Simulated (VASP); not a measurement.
# BN (Cm) in VASP: further runs

BN is run at these levels: PBE+D3(BJ); tasks: relaxation of shape and atoms at fixed volume.

Everything below comes from runs of VASP 6.6.1. Logs are shortened: lines on timing, memory, paths and dates and some standing lists are left out, and cuts for length are marked.

## (1) The cell of the first run

The typed cell holds 2 atoms: a = 2.469 Å, b = 2.469 Å, c = 3.308 Å, α = 90.02°, β = 111.89°, γ = 120.00°.

## (2) Relaxation of shape and atoms at fixed volume, PBE+D3(BJ) (7.88 Å³/atom)

Contents of INCAR:

```
PREC = Accurate ; ENCUT = 600
EDIFF = 1E-6 ; ISMEAR = 0
SIGMA = 0.02 ; LREAL = F
LASPH = T ; NELM = 80
ALGO = Normal ; ISIF = 4
LWAVE = F ; LCHARG = F
GGA = PE ; IVDW = 12
IBRION = 2 ; NSW = 50
EDIFFG = -0.01
```

Contents of KPOINTS:

```
regular mesh
0
Gamma
  12 12 12
```

Contents of POSCAR:

```
BN
1.0
    2.4579162739      0.0022508164     -0.2333594784
   -1.2198126788      2.1338747712      0.2333444046
   -0.9490573225     -0.8767692981      3.0452963150
B N
1 1
Direct
    0.9915957410      0.9917017591     -0.0053164999
    0.6565532590      0.3241822409      0.9921214999
```

Potentials or basis: VASP PAW PBE potentials, release 64 (B, N).

Launch:

```sh
$ cat potpaw_PBE.64/B/POTCAR potpaw_PBE.64/N/POTCAR > POTCAR
$ mpirun -np 1 vasp_std > vasp.out
```

OUTCAR:

```text
PREC = Accurate
   ENCUT = 600
   EDIFF = 1E-6
   ISMEAR = 0
   LREAL = F
   LASPH = T
   NELM = 80
   ISIF = 4
   GGA = PE
   IVDW = 12
   IBRION = 2
   NSW = 50
   EDIFFG = -0.01
 IVDW          = 12

 ion  position               nearest neighbor table
   1  0.992  0.992  0.995-   2 1.43   2 1.43   2 1.43
   2  0.657  0.324  0.992-   1 1.43   1 1.43   1 1.43

  LATTYP: Found a base centered monoclinic cell.
 ALAT       =     4.2763680207
 B/A-ratio  =     0.5773577778
 C/A-ratio  =     0.7737502174
 COS(beta)  =    -0.4311699189

  Lattice vectors:

 A1 = (  -1.2198126788,   2.1338747712,   0.2333444046)
 A2 = (  -2.4579162739,  -0.0022508164,   0.2333594784)
 A3 = (   1.5088589514,  -0.8745184817,   2.8119368366)

Analysis of symmetry for initial positions (statically):
=====================================================================
 Subroutine PRICEL returns:
 Original cell was already a primitive cell.

 Routine SETGRP: Setting up the symmetry group for a
 base centered monoclinic supercell.

 Subroutine GETGRP returns: Found  2 space group operations
 (whereof  1 operations were pure point group operations)
 out of a pool of  4 trial point group operations.

The static configuration has the point symmetry C_1 .
 The point group associated with its full space group is C_1h.

Analysis of symmetry for dynamics (positions and initial velocities):
=====================================================================
 Subroutine PRICEL returns:
 Original cell was already a primitive cell.

 Routine SETGRP: Setting up the symmetry group for a
 base centered monoclinic supercell.

 Subroutine GETGRP returns: Found  2 space group operations
 (whereof  1 operations were pure point group operations)
 out of a pool of  4 trial point group operations.

The dynamic configuration has the point symmetry C_1 .
 The point group associated with its full space group is C_1h.

 Subroutine INISYM returns: Found  2 space group operations
 (whereof  1 operations are pure point group operations),
 and found     1 'primitive' translations

----------------------------------------------------------------------------------------

                                     Primitive cell

  volume of cell :      15.7608

  direct lattice vectors                    reciprocal lattice vectors
     2.457916274  0.002250816 -0.233359478     0.425287779  0.221640822  0.196352107
    -1.219812679  2.133874771  0.233344405     0.012546837  0.460866056  0.136597833
    -0.949057322 -0.876769298  3.045296315     0.031628187 -0.018329424  0.332954885

  length of vectors
[... 74 lines left out ...]
   ISTART =      0    job   : 0-new  1-cont  2-samecut
   ICHARG =      2    charge: 1-file 2-atom 10-const
   ISPIN  =      1    spin polarized calculation?
   LNONCOLLINEAR =      F non collinear calculations
   LSORBIT =      F    spin-orbit coupling
   LASPH  =      T    aspherical Exc in radial PAW
   ENCUT  =  600.0 eV  44.10 Ry    6.64 a.u.   4.93  4.93  6.61*2*pi/ulx,y,z
   NELM   =     80;   NELMIN=  2; NELMDL= -5     # of ELM steps
   EDIFF  = 0.1E-05   stopping-criterion for ELM
   LREAL  =      F    real-space projection
   EDIFFG = -.1E-01   stopping-criterion for IOM
   NSW    =     50    number of steps for IOM
   IBRION =      2    ionic relax: 0-MD 1-quasi-New 2-CG
   NFREE  =      1    steps in history (QN), initial steepest desc. (CG)
   ISIF   =      4    stress and relaxation
   ISYM   =      2    0-nonsym 1-usesym 2-fastsym
   POTIM  = 0.5000    time-step for ionic-motion
   TEBEG  =    0.0;   TEEND  =   0.0 temperature during run
   PSTRESS=    0.0 pullay stress
   NELECT =       8.0000    total number of electrons
   NUPDOWN=      -1.0000    fix difference up-down
   EMIN   =  10.00;   EMAX   =-10.00  energy-range for DOS
   EFERMI =   0.00;   METHOD = LEGACY
   ISMEAR =     0;   SIGMA  =   0.02  broadening in eV -4-tet -1-fermi 0-gaus
   EFERMI_NEDOS =   21; number of points for ismear=-14 and -15
   IALGO  =     38    algorithm
   IMIX   =      4    mixing-type and parameters
     AMIX     =   0.40;   BMIX     =  1.00
     AMIX_MAG =   1.60;   BMIX_MAG =  1.00
  volume/ion in A,a.u.               =       7.88        53.18
  Fermi-wavevector in a.u.,A,eV,Ry     =   1.305907  2.467806 23.203275  1.705393
  Thomas-Fermi vector in A             =   2.436744
   LORBIT       =      0    0 simple, 1 ext, 2 COOP (PROOUT), +10 PAW based schemes
   GGA     = PE    functional components
   LHFCALC =     F    Hartree Fock is set to
   AEXX    =    0.0000 exact exchange contribution
   IVDW    =    12    specifies the selected vdW correction
   LEPSILON=     F    determine dielectric tensor
   LRPA    =     F    only Hartree local field effects (RPA)
 conjugate gradient relaxation of ions
 non-spin polarized calculation
 Gauss-broadening in eV      SIGMA  =   0.02
  energy-cutoff  :      600.00
  volume of cell :       15.76
 maximum number of plane-waves:       538
   NGX =  9   NGY =  9   NGZ = 13

--------------------------------------- Ionic step        1  -------------------------------------------

 number of electron       8.0000000 magnetization

 Free energy of the ion-electron system (eV)
  ---------------------------------------------------
  ext. energy  EPLUGINS =         0.00000000
  ---------------------------------------------------
  free energy    TOTEN  =       -17.48313141 eV

  energy without entropy =      -17.48313141  energy(sigma->0) =      -17.48313141

------------------------ aborting loop because EDIFF is reached ----------------------------------------

 Edisp (eV)   -0.32953

 E8    (eV) :    -0.0976
[... 151 lines left out ...]
--------------------------------------- Ionic step        5  -------------------------------------------

 number of electron       8.0000000 magnetization

 Free energy of the ion-electron system (eV)
  ---------------------------------------------------
  ext. energy  EPLUGINS =         0.00000000
  ---------------------------------------------------
  free energy    TOTEN  =       -17.49505607 eV

  energy without entropy =      -17.49505607  energy(sigma->0) =      -17.49505607

 E-fermi :   3.6711     XC(G=0): -10.9431

 val. band max:        3.5172955283   @ k =   0.3333   0.4167   0.0833
 cond. band min:       7.3850614218   @ k =   0.5000   0.5000   0.5000
 fundamental gap:      3.8677658935
 Fermi energy:         3.6710646742

 k-point     1 :       0.0000    0.0000    0.0000
  band No.  band energies     occupation
      1     -14.6750      2.00000
      2       0.1664      2.00000
      3       2.1603      2.00000
      4       2.1607      2.00000
      5       9.6770      0.00000
      6      15.2211      0.00000
      7      15.2222      0.00000
      8      16.8231      0.00000
[... 243 lines left out ...]
 k-point    24 :       0.3333    0.1667   -0.0000
  band No.  band energies     occupation
      1     -11.2417      2.00000
      2      -4.5624      2.00000
      3      -2.0046      2.00000
      4       2.0272      2.00000
      5       8.3490      0.00000
      6      15.2267      0.00000
      7      17.7651      0.00000
      8      21.3693      0.00000

 [... further k-points ...]

------------------------ aborting loop because EDIFF is reached ----------------------------------------

 Edisp (eV)   -0.33049

 E8    (eV) :    -0.0980
[... 25 lines left out ...]
  FREE ENERGIE OF THE ION-ELECTRON SYSTEM (eV)
  ---------------------------------------------------
  free  energy   TOTEN  =       -17.8255475472 eV

  energy  without entropy=      -17.8255475472  energy(sigma->0) =      -17.82554755

 reached required accuracy - stopping structural energy minimisation
```

CONTCAR:

```text
BN
   1.00000000000000
     2.4819158863342530    0.0022707124204694   -0.2356921285712817
    -1.2317249925746279    2.1547093400636057    0.2356769076094132
    -0.9665659259049113   -0.8805518127698189    2.9889601458595476
  B               N
     1     1
Direct
     0.9920065658718731    0.9919045993330070    0.9952971652048817
     0.6561424341281235    0.3239794006669970    0.9915078347951223

  0.00000000E+00  0.00000000E+00  0.00000000E+00
  0.00000000E+00  0.00000000E+00  0.00000000E+00
```

It took 2.3 min on 1 thread of Intel Xeon 8259CL, shared host; peak memory 0.2 GiB.

Results:

- Free energy: -17.8255 eV
- Energy gained by relaxing: 6.4 meV/atom
- Ionic steps: 5
- Pressure after relaxing: 6.3 GPa
- Largest force after relaxing: 0.003 eV/Å
- Band gap on the k mesh: 3.87 eV (least direct gap 4.81 eV)
- Dispersion energy per atom: -0.165 eV

Forces on the atoms (eV/Å):
```
B   -0.001  0.001 -0.003
N    0.001 -0.001  0.003
```

Stress tensor (GPa, compression positive):
```
 6.18  0.00  0.02
 0.00  6.18 -0.01
 0.02 -0.01  6.45
```

The path:
```
step  energy change (eV)  largest force (eV/Å)  pressure (GPa)  volume (Å³)
   1              0.0000                0.0087           14.13        15.76
   2             -0.0125                0.0339            5.26        15.76
   3             -0.0129                0.0298            6.44        15.76
   4             -0.0129                0.0303            6.30        15.76
   5             -0.0129                0.0032            6.27        15.76
```

Final structure:
```
B N
1.0
     2.48192    0.00227   -0.23569
    -1.23172    2.15471    0.23568
    -0.96657   -0.88055    2.98896
B N
1 1
Direct
  0.99201 0.99190 0.99530
  0.65614 0.32398 0.99151
```

## (3) Relaxation of shape and atoms at fixed volume, PBE+D3(BJ) (8.15 Å³/atom)

This run uses another cell than the first one, of 8.15 Å³/atom.

Contents of INCAR:

```
SYSTEM = BN
ALGO = Normal ; EDIFF = 1E-6
EDIFFG = -0.01 ; ENCUT = 600
GGA = PE ; IBRION = 2
ISIF = 4 ; ISMEAR = 0
IVDW = 12 ; LASPH = .TRUE.
LCHARG = .FALSE. ; LREAL = .FALSE.
LWAVE = .FALSE. ; NELM = 80
NSW = 50 ; PREC = Accurate
SIGMA = 0.02
```

Contents of KPOINTS:

```
k-points
0
G
  12 12 12
  0 0 0
```

Contents of POSCAR:

```
BN
1.0
    2.4627088143      0.0022127670     -0.2326798567
   -1.2222279477      2.1380143760      0.2326647540
   -0.9415886268     -0.8838372576      3.1343730720
B N
1 1
Direct
    0.9913389226      0.9915722446     -0.0057028328
    0.6568100774      0.3243117554      0.9925078328
```

Potentials or basis: VASP PAW PBE potentials, release 64 (B, N).

Launch:

```sh
$ cat potpaw_PBE.64/B/POTCAR potpaw_PBE.64/N/POTCAR > POTCAR
$ mpirun -np 1 vasp_std > vasp.out
```

OUTCAR:

```text
SYSTEM = BN
   EDIFF = 1E-6
   EDIFFG = -0.01
   ENCUT = 600
   GGA = PE
   IBRION = 2
   ISIF = 4
   ISMEAR = 0
   IVDW = 12
   LASPH = .TRUE.
   LREAL = .FALSE.
   NELM = 80
   NSW = 50
   PREC = Accurate
 IVDW          = 12

 ion  position               nearest neighbor table
   1  0.991  0.992  0.994-   2 1.43   2 1.43   2 1.43
   2  0.657  0.324  0.993-   1 1.43   1 1.43   1 1.43

  LATTYP: Found a base centered monoclinic cell.
 ALAT       =     4.2845014949
 B/A-ratio  =     0.5773682269
 C/A-ratio  =     0.7918705446
 COS(beta)  =    -0.4222468277

  Lattice vectors:

 A1 = (  -1.2222279477,   2.1380143760,   0.2326647540)
 A2 = (  -2.4627088143,  -0.0022127670,   0.2326798567)
 A3 = (   1.5211201875,  -0.8816244906,   2.9016932153)

Analysis of symmetry for initial positions (statically):
=====================================================================
 Subroutine PRICEL returns:
 Original cell was already a primitive cell.

 Routine SETGRP: Setting up the symmetry group for a
 base centered monoclinic supercell.

 Subroutine GETGRP returns: Found  2 space group operations
 (whereof  1 operations were pure point group operations)
 out of a pool of  4 trial point group operations.

The static configuration has the point symmetry C_1 .
 The point group associated with its full space group is C_1h.
[... 152 lines left out ...]

--------------------------------------- Ionic step        1  -------------------------------------------

 number of electron       8.0000000 magnetization

 Free energy of the ion-electron system (eV)
  ---------------------------------------------------
  ext. energy  EPLUGINS =         0.00000000
  ---------------------------------------------------
  free energy    TOTEN  =       -17.51428451 eV

  energy without entropy =      -17.51428451  energy(sigma->0) =      -17.51428451

------------------------ aborting loop because EDIFF is reached ----------------------------------------

 Edisp (eV)   -0.31718

 E8    (eV) :    -0.0937
[... 111 lines left out ...]
--------------------------------------- Ionic step        4  -------------------------------------------

 number of electron       8.0000000 magnetization

 Free energy of the ion-electron system (eV)
  ---------------------------------------------------
  ext. energy  EPLUGINS =         0.00000000
  ---------------------------------------------------
  free energy    TOTEN  =       -17.52570185 eV

  energy without entropy =      -17.52570185  energy(sigma->0) =      -17.52570185

 E-fermi :   3.3039     XC(G=0): -10.7324

 val. band max:        3.1826183849   @ k =   0.3333   0.4167  -0.0000
 cond. band min:       7.1376330205   @ k =   0.5000   0.5000   0.5000
 fundamental gap:      3.9550146356
 Fermi energy:         3.3039417763

 k-point     1 :       0.0000    0.0000    0.0000
  band No.  band energies     occupation
      1     -14.8767      2.00000
      2      -0.3644      2.00000
      3       1.8452      2.00000
      4       1.8459      2.00000
      5       9.0828      0.00000
      6      14.8676      0.00000
      7      14.8701      0.00000
      8      16.4544      0.00000
[... 243 lines left out ...]
 k-point    24 :       0.3333    0.1667    0.0000
  band No.  band energies     occupation
      1     -11.5304      2.00000
      2      -4.8606      2.00000
      3      -2.2713      2.00000
      4       1.7754      2.00000
      5       8.0900      0.00000
      6      14.8913      0.00000
      7      17.1993      0.00000
      8      20.7598      0.00000

 [... further k-points ...]

------------------------ aborting loop because EDIFF is reached ----------------------------------------

 Edisp (eV)   -0.31823

 E8    (eV) :    -0.0942
[... 25 lines left out ...]
  FREE ENERGIE OF THE ION-ELECTRON SYSTEM (eV)
  ---------------------------------------------------
  free  energy   TOTEN  =       -17.8439283128 eV

  energy  without entropy=      -17.8439283128  energy(sigma->0) =      -17.84392831

 reached required accuracy - stopping structural energy minimisation
```

OSZICAR:

```text
N       E                     dE             d eps       ncg     rms          rms(c)
DAV:   1     0.175347896045E+02    0.17535E+02   -0.54077E+03  7736   0.107E+03
DAV:   2    -0.188488019890E+02   -0.36384E+02   -0.34987E+02 10160   0.202E+02
DAV:   3    -0.193591362388E+02   -0.51033E+00   -0.51033E+00  9368   0.289E+01
[... 25 lines left out ...]
   3 F= -.17843908E+02 E0= -.17843908E+02  d E =-.124409E-01
       N       E                     dE             d eps       ncg     rms          rms(c)
DAV:   1    -0.175257026865E+02   -0.19695E-04   -0.46565E-03  7664   0.675E-01    0.993E-03
DAV:   2    -0.175257023176E+02    0.36892E-06   -0.17088E-05 12856   0.541E-02    0.659E-03
DAV:   3    -0.175257018502E+02    0.46731E-06   -0.32283E-06  8352   0.166E-02
   4 F= -.17843928E+02 E0= -.17843928E+02  d E =-.205934E-04
```

Run time: 2.1 min. Hardware: 1 thread of Intel Xeon 8259CL, shared host; peak memory 0.2 GiB.

What came out:

| Property | Result |
| --- | --- |
| Free energy | -17.8439 eV |
| Energy gained by relaxing | 6.2 meV/atom |
| Ionic steps | 4 |
| Pressure after relaxing | 4.0 GPa |
| Largest force after relaxing | 0.003 eV/Å |
| Band gap on the k mesh | 3.96 eV (least direct gap 4.76 eV) |
| Dispersion energy per atom | -0.159 eV |

Forces on the atoms (eV/Å):
```
B   -0.001  0.001 -0.003
N    0.001 -0.001  0.003
```

Step by step:
```csv
step,energy change (eV),largest force (eV/Å),pressure (GPa),volume (Å³)
1,0.0000,0.0067,11.43,16.30
2,-0.0122,0.0246,3.06,16.30
3,-0.0124,0.0222,3.98,16.30
4,-0.0125,0.0032,3.98,16.30
```

Final structure:
```yaml
crystal:
  lattice:
    - [2.48616, 0.00224, -0.23505]
    - [-1.23387, 2.15838, 0.23503]
    - [-0.95892, -0.88741, 3.07774]
  atoms:
    - { symbol: B, position: [0.99163, 0.99172, 0.99474] }
    - { symbol: N, position: [0.65651, 0.32417, 0.99207] }
```

A k mesh can miss the band edges.

(Continued in part 2 of 2.)
